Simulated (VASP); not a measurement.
# W (I4/mmm) in VASP: notebook, part 2 of 2

VASP 6.6.1.

## 3. Single point, PBEsol (strain +0.080 along x and y, -0.040 along z)

INCAR reads:

```
ALGO     = Fast           # electronic algorithm
EDIFF    = 1E-6           # SCF threshold, eV
ENCUT    = 520            # plane-wave cutoff, eV
GGA      = PS             # functional
ISIF     = 2              # what is computed and relaxed
ISMEAR   = 0              # smearing method
LASPH    = T              # aspherical terms in the spheres
LCHARG   = F              # write CHGCAR
LREAL    = F              # projectors in reciprocal space
LWAVE    = F              # write WAVECAR
NBANDS   = 13             # bands
NELM     = 100            # most SCF steps
PREC     = Accurate       # precision mode
SIGMA    = 0.15           # smearing width, eV
```

KPOINTS reads:

```
k-points
0
Gamma
  20 20 20
```

POSCAR reads:

```
W
1.0
    0.0000000000      2.1924000000      1.9488000000
    2.1924000000      0.0000000000      1.9488000000
    2.1924000000      2.1924000000      0.0000000000
W
1
Direct
    0.0000000000      0.0000000000      0.0000000000
```

Potentials or basis: VASP PAW PBE potentials, release 64 (W_sv).

On the command line:

```
> cat potpaw_PBE.64/W_sv/POTCAR > POTCAR
> mpirun -np 1 vasp_std > vasp.out
```

OUTCAR:

```text
EDIFF = 1E-6
   ENCUT = 520
   GGA = PS
   ISIF = 2
   ISMEAR = 0
   LASPH = T
   LREAL = F
   NELM = 100
   PREC = Accurate

 ion  position               nearest neighbor table
   1  0.000  0.000  0.000-

  LATTYP: Found a body centered tetragonal cell.
 ALAT       =     3.1005218141
 C/A-ratio  =     1.2570787221

  Lattice vectors:

 A1 = (   0.0000000000,  -2.1924000000,  -1.9488000000)
 A2 = (   0.0000000000,   2.1924000000,  -1.9488000000)
 A3 = (   2.1924000000,   0.0000000000,   1.9488000000)

Analysis of symmetry for initial positions (statically):
=====================================================================
 Subroutine PRICEL returns:
 Original cell was already a primitive cell.

 Routine SETGRP: Setting up the symmetry group for a
 body centered tetragonal supercell.

 Subroutine GETGRP returns: Found 16 space group operations
 (whereof 16 operations were pure point group operations)
 out of a pool of 16 trial point group operations.

The static configuration has the point symmetry D_4h.

Analysis of symmetry for dynamics (positions and initial velocities):
=====================================================================
 Subroutine PRICEL returns:
 Original cell was already a primitive cell.

 Routine SETGRP: Setting up the symmetry group for a
 body centered tetragonal supercell.

 Subroutine GETGRP returns: Found 16 space group operations
 (whereof 16 operations were pure point group operations)
 out of a pool of 16 trial point group operations.

The dynamic configuration has the point symmetry D_4h.

 Subroutine INISYM returns: Found 16 space group operations
 (whereof 16 operations are pure point group operations),
 and found     1 'primitive' translations

----------------------------------------------------------------------------------------

                                     Primitive cell

  volume of cell :      18.7343

  direct lattice vectors                    reciprocal lattice vectors
     0.000000000  2.192400000  1.948800000    -0.228060573  0.228060573  0.256568144
[... 109 lines left out ...]
   GGA     = PS    functional components
   LHFCALC =     F    Hartree Fock is set to
   AEXX    =    0.0000 exact exchange contribution
   IVDW    =     0    specifies the selected vdW correction
   LEPSILON=     F    determine dielectric tensor
   LRPA    =     F    only Hartree local field effects (RPA)
 non-spin polarized calculation
 RMM-DIIS sequential band-by-band and
 Gauss-broadening in eV      SIGMA  =   0.15
  energy-cutoff  :      520.00
  volume of cell :       18.73
 maximum number of plane-waves:       519
 NGX is ok and might be reduce to    24
   NGX = 11   NGY = 11   NGZ = 11

 number of electron      14.0000001 magnetization

 Free energy of the ion-electron system (eV)
  ---------------------------------------------------
  ext. energy  EPLUGINS =         0.00000000
  ---------------------------------------------------
  free energy    TOTEN  =       -13.09711068 eV

  energy without entropy =      -13.08715744  energy(sigma->0) =      -13.09213406

 E-fermi :   8.8379     XC(G=0): -12.8346

 val. band max:        8.8343675911   @ k =  -0.4000   0.4000   0.1000
 cond. band min:       8.8398040064   @ k =  -0.4000   0.4500   0.1500
 fundamental gap:      0.0054364153
 Fermi energy:         8.8378920307

 k-point     1 :       0.0000    0.0000    0.0000
  band No.  band energies     occupation
      1     -65.3458      2.00000
      2     -29.1008      2.00000
      3     -29.1008      2.00000
      4     -29.0829      2.00000
      5       0.3024      2.00000
      6       7.8327      2.00000
      7       7.8327      2.00000
      8       9.0906      0.01721
      9       9.7766      0.00000
     10      11.3889      0.00000
     11      21.4445      0.00000
     12      24.7549      0.00000
     13      24.7549      0.00000
[... 354 lines left out ...]
  band No.  band energies     occupation
      1     -65.2969      2.00000
      2     -29.6945      2.00000
      3     -29.2311      2.00000
      4     -29.1459      2.00000
      5       3.4645      2.00000
      6       7.5741      2.00000
      7       7.6740      2.00000
      8       8.9090      0.50282
      9      11.7825      0.00000
     10      12.0510      0.00000
     11      19.2030      0.00000
     12      21.9104      0.00000
     13      27.7460      0.00000

 [... further k-points ...]
[... 5 lines left out ...]
  --------------------------------------------------------------------------------------
  -------------------------------------------------------------------------------------
  Total       -3.3388151     -3.3388151     -5.7360408      0.0000000      0.0000000      0.0000000
  in kB     -285.5394332   -285.5394332   -490.5530260      0.0000000      0.0000000      0.0000000
  external PRESSURE =    -353.8772974 kB  Pullay stress =       0.0000000 kB

 VOLUME and BASIS-vectors are now :
 -----------------------------------------------------------------------------
  energy-cutoff  :      520.00
  volume of cell :       18.73
      direct lattice vectors                 reciprocal lattice vectors
     0.000000000  2.192400000  1.948800000    -0.228060573  0.228060573  0.256568144
     2.192400000  0.000000000  1.948800000     0.228060573 -0.228060573  0.256568144
     2.192400000  2.192400000  0.000000000     0.228060573  0.228060573 -0.256568144

 POSITION                                       TOTAL-FORCE (eV/Angst)
 -----------------------------------------------------------------------------------
      0.00000      0.00000      0.00000         0.000000      0.000000      0.000000
 -----------------------------------------------------------------------------------
    total drift:                               -0.000000      0.000000     -0.000000

  FREE ENERGIE OF THE ION-ELECTRON SYSTEM (eV)
  ---------------------------------------------------
  free  energy   TOTEN  =       -13.0971106800 eV

  energy  without entropy=      -13.0871574424  energy(sigma->0) =      -13.09213406
```

stdout:

```text
POSCAR found type information on POSCAR W
 POSCAR found :  1 types and       1 ions
 scaLAPACK will be used
 -----------------------------------------------------------------------------
|                                                                             |
|                                                                             |
|     You enforced a specific xc type in the INCAR file but a different       |
|     I HOPE YOU KNOW WHAT YOU ARE DOING!                                     |
|                                                                             |
 -----------------------------------------------------------------------------

 LDA part: xc-table for (Slater+PW92), standard interpolation
 POSCAR, INCAR and KPOINTS ok, starting setup
 FFT: planning ... GRIDC
 FFT: planning ... GRID_SOFT
 FFT: planning ... GRID
 WAVECAR not read
 entering main loop
WARNING in EDDRMM: call to ZHEGV failed, returncode =   8  4     13
```

It took 1.7 min on 1 thread of Intel Xeon 8259CL, shared host; peak memory 0.26 GiB.

Results:

| Quantity | Value |
| --- | --- |
| Free energy | -13.0971 eV |
| Pressure | -35.4 GPa |
| Band gap on the k mesh | zero (bands 7 and 8 overlap by 4.28 eV) |

Levels at points of the mesh, in eV from the Fermi level:
| k point | band 3 | band 4 | band 5 | band 6 | band 7 | band 8 | band 9 | band 10 | band 11 | band 12 |
| --- | --- | --- | --- | --- | --- | --- | --- | --- | --- | --- |
| (0.00, 0.00, 0.00) | -37.94 | -37.92 | -8.54 | -1.01 | -1.01 | 0.25 | 0.94 | 2.55 | 12.61 | 15.92 |
| (0.50, 0.00, 0.00) | -38.10 | -37.97 | -5.16 | -1.57 | -0.03 | 0.15 | 3.41 | 4.37 | 8.30 | 11.83 |
| (0.50, 0.50, 0.00) | -38.30 | -38.30 | -4.74 | -4.16 | 3.71 | 3.87 | 4.52 | 4.52 | 9.29 | 9.29 |
| (0.50, 0.00, 0.50) | -38.21 | -38.08 | -4.95 | -3.81 | 1.55 | 3.60 | 3.79 | 5.01 | 9.75 | 10.51 |

Caveat: the cell differs from its parent crystal (strain +0.080 along x and y, -0.040 along z); the cell stands under tension; the PAW data sets were made with another functional, which shifts forces and pressure a little; spin-orbit coupling is left out, which moves the levels of the heavy elements.

## 4. Single point, PBEsol (strain +0.080 along x and y, +0.000 along z)

INCAR reads:

```
ALGO     = Fast           # electronic algorithm
EDIFF    = 1E-7           # SCF threshold, eV
ENCUT    = 520            # plane-wave cutoff, eV
GGA      = PS             # functional
ISIF     = 2              # what is computed and relaxed
ISMEAR   = 0              # smearing method
LASPH    = True           # aspherical terms in the spheres
LCHARG   = True           # write CHGCAR
LELF     = True           # ELF
LREAL    = False          # projectors in reciprocal space
LVHAR    = True         
LWAVE    = False          # write WAVECAR
NBANDS   = 13             # bands
NELM     = 100            # most SCF steps
PREC     = Accurate       # precision mode
SIGMA    = 0.15           # smearing width, eV
```

KPOINTS is that of step 3.

POSCAR reads:

```
W
1.0
    0.0000000000      2.1924000000      2.0300000000
    2.1924000000      0.0000000000      2.0300000000
    2.1924000000      2.1924000000      0.0000000000
W
1
Direct
    0.0000000000      0.0000000000      0.0000000000
```

Potentials or basis: VASP PAW PBE potentials, release 64 (W_sv).

On the command line:

```
> cat potpaw_PBE.64/W_sv/POTCAR > POTCAR
> mpirun -np 1 vasp_std > vasp.out
```

OUTCAR:

```text
EDIFF = 1E-7
   ENCUT = 520
   GGA = PS
   ISIF = 2
   ISMEAR = 0
   LASPH = True
   LREAL = False
   NELM = 100
   PREC = Accurate

 ion  position               nearest neighbor table
   1  0.000  0.000  0.000-

  LATTYP: Found a body centered tetragonal cell.
 ALAT       =     3.1005218141
 C/A-ratio  =     1.3094570022

  Lattice vectors:

 A1 = (   0.0000000000,  -2.1924000000,  -2.0300000000)
 A2 = (   0.0000000000,   2.1924000000,  -2.0300000000)
 A3 = (   2.1924000000,   0.0000000000,   2.0300000000)

Analysis of symmetry for initial positions (statically):
=====================================================================
 Subroutine PRICEL returns:
 Original cell was already a primitive cell.

 Routine SETGRP: Setting up the symmetry group for a
 body centered tetragonal supercell.

 Subroutine GETGRP returns: Found 16 space group operations
 (whereof 16 operations were pure point group operations)
 out of a pool of 16 trial point group operations.

The static configuration has the point symmetry D_4h.

Analysis of symmetry for dynamics (positions and initial velocities):
[... 172 lines left out ...]
      6       7.4750      2.00000
      7       7.4750      2.00000
      8       8.2748      0.67886
      9       9.5321      0.00000
     10      10.5941      0.00000
     11      20.7556      0.00000
     12      24.3857      0.00000
     13      24.3857      0.00000
[... 354 lines left out ...]
  band No.  band energies     occupation
      1     -65.8642      2.00000
      2     -30.2041      2.00000
      3     -29.7924      2.00000
      4     -29.7404      2.00000
      5       3.1318      2.00000
      6       7.2149      2.00000
      7       7.3672      2.00000
      8       8.1528      1.53816
      9      11.0784      0.00000
     10      11.4766      0.00000
     11      18.1317      0.00000
     12      21.3172      0.00000
     13      26.3947      0.00000

 [... further k-points ...]

------------------------ aborting loop because EDIFF is reached ----------------------------------------

  FORCE on cell =-STRESS in cart. coord.  units (eV):
  Direction    XX          YY          ZZ          XY          YZ          ZX
  --------------------------------------------------------------------------------------
  -------------------------------------------------------------------------------------
  Total       -4.2896433     -4.2896433     -6.1029645      0.0000000      0.0000000      0.0000000
  in kB     -352.1811794   -352.1811794   -501.0554693      0.0000000      0.0000000      0.0000000
  external PRESSURE =    -401.8059427 kB  Pullay stress =       0.0000000 kB

 VOLUME and BASIS-vectors are now :
 -----------------------------------------------------------------------------
  energy-cutoff  :      520.00
  volume of cell :       19.51
      direct lattice vectors                 reciprocal lattice vectors
     0.000000000  2.192400000  2.030000000    -0.228060573  0.228060573  0.246305419
     2.192400000  0.000000000  2.030000000     0.228060573 -0.228060573  0.246305419
     2.192400000  2.192400000  0.000000000     0.228060573  0.228060573 -0.246305419

 POSITION                                       TOTAL-FORCE (eV/Angst)
 -----------------------------------------------------------------------------------
      0.00000      0.00000      0.00000         0.000000      0.000000     -0.000000
 -----------------------------------------------------------------------------------
    total drift:                                0.000000     -0.000000     -0.000000

  FREE ENERGIE OF THE ION-ELECTRON SYSTEM (eV)
  ---------------------------------------------------
  free  energy   TOTEN  =       -12.8544569664 eV

  energy  without entropy=      -12.8404843505  energy(sigma->0) =      -12.84747066
```

OSZICAR:

```text
N       E                     dE             d eps       ncg     rms          rms(c)
DAV:   1     0.850299309312E+02    0.85030E+02   -0.74855E+03 16745   0.118E+03
DAV:   2    -0.119530215238E+02   -0.96983E+02   -0.93505E+02 18776   0.311E+02
DAV:   3    -0.137311905947E+02   -0.17782E+01   -0.17670E+01 18631   0.406E+01
DAV:   4    -0.137405779071E+02   -0.93873E-02   -0.93867E-02 18581   0.328E+00
DAV:   5    -0.137406798915E+02   -0.10198E-03   -0.10198E-03 18726   0.325E-01    0.145E+01
RMM:   6    -0.130056714525E+02    0.73501E+00   -0.68897E-01 18097   0.724E+00    0.485E+00
RMM:   7    -0.128589297797E+02    0.14674E+00   -0.38039E-01 18126   0.526E+00    0.126E+00
RMM:   8    -0.128553261941E+02    0.36036E-02   -0.16578E-02 20416   0.127E+00    0.237E-01
RMM:   9    -0.128545033444E+02    0.82285E-03   -0.20416E-03 20125   0.478E-01    0.601E-02
RMM:  10    -0.128544555399E+02    0.47804E-04   -0.43761E-04 20366   0.237E-01    0.403E-02
RMM:  11    -0.128544569744E+02   -0.14345E-05   -0.46898E-05 20777   0.896E-02    0.663E-03
RMM:  12    -0.128544566211E+02    0.35324E-06   -0.14197E-05 20698   0.476E-02    0.487E-03
RMM:  13    -0.128544568139E+02   -0.19281E-06   -0.34188E-06 20591   0.235E-02    0.184E-03
RMM:  14    -0.128544568831E+02   -0.69189E-07   -0.11955E-06 17509   0.120E-02    0.505E-04
RMM:  15    -0.128544569664E+02   -0.83286E-07   -0.15709E-07 13035   0.448E-03
   1 F= -.12854457E+02 E0= -.12847471E+02  d E =-.139726E-01
```

Run time: 2.1 min. Hardware: 1 thread of Intel Xeon 8259CL, shared host; peak memory 0.27 GiB.

Results:

```
Free energy            : -12.8545 eV
Pressure               : -40.2 GPa
Band gap on the k mesh : zero (bands 7 and 8 overlap by 3.59 eV)
```

Stress tensor (GPa, compression positive):
```
-35.22   0.00   0.00
  0.00 -35.22   0.00
  0.00   0.00 -50.11
```

Levels at points of the mesh, in eV from the Fermi level:
| k point | band 3 | band 4 | band 5 | band 6 | band 7 | band 8 | band 9 | band 10 | band 11 | band 12 |
| --- | --- | --- | --- | --- | --- | --- | --- | --- | --- | --- |
| (0.00, 0.00, 0.00) | -37.92 | -37.90 | -8.21 | -0.76 | -0.76 | 0.04 | 1.30 | 2.36 | 12.52 | 16.15 |
| (0.50, 0.00, 0.00) | -38.05 | -37.96 | -4.86 | -1.14 | -0.19 | 0.19 | 3.50 | 4.07 | 7.84 | 11.94 |
| (0.50, 0.50, 0.00) | -38.21 | -38.21 | -4.43 | -3.77 | 3.10 | 3.73 | 4.38 | 4.38 | 9.50 | 9.50 |
| (0.50, 0.00, 0.50) | -38.15 | -38.08 | -4.58 | -3.58 | 1.76 | 3.65 | 3.90 | 4.70 | 9.44 | 10.31 |

Caveat: the cell differs from its parent crystal (strain +0.080 along x and y, +0.000 along z); the cell stands under tension; the PAW data sets were made with another functional, which shifts forces and pressure a little; spin-orbit coupling is left out, which moves the levels of the heavy elements.

## 5. The runs side by side

| cell | further INCAR settings | gap on the mesh (eV) | pressure (GPa) |
| --- | --- | --- | --- |
| a = 2.880, b = 2.880, c = 3.101 Å, angles 57.4, 57.4, 65.1°, 1 atom | ALGO = Fast; EDIFF = 1e-07; NBANDS = 13 | none | -29.4 |
| a = 2.933, b = 2.933, c = 3.101 Å, angles 58.1, 58.1, 63.8°, 1 atom | ALGO = Fast; EDIFF = 1e-06; NBANDS = 13 | none | -35.4 |
| a = 2.988, b = 2.988, c = 3.101 Å, angles 58.7, 58.7, 62.5°, 1 atom | ALGO = Fast; EDIFF = 1e-07; NBANDS = 13 | none | -40.2 |

Alike in all rows: task single point; level PBEsol; potentials or basis VASP PAW PBE potentials, release 64 (W_sv); no spin polarisation; k mesh 20 × 20 × 20; cutoff (eV) 520; smearing gaussian 0.15 eV.

Caveats: the cell stands under tension; the PAW data sets were made with another functional, which shifts forces and pressure a little; spin-orbit coupling is left out, which moves the levels of the heavy elements.

Total energies depend on the potentials used, so only differences within one code and one set of settings carry meaning.
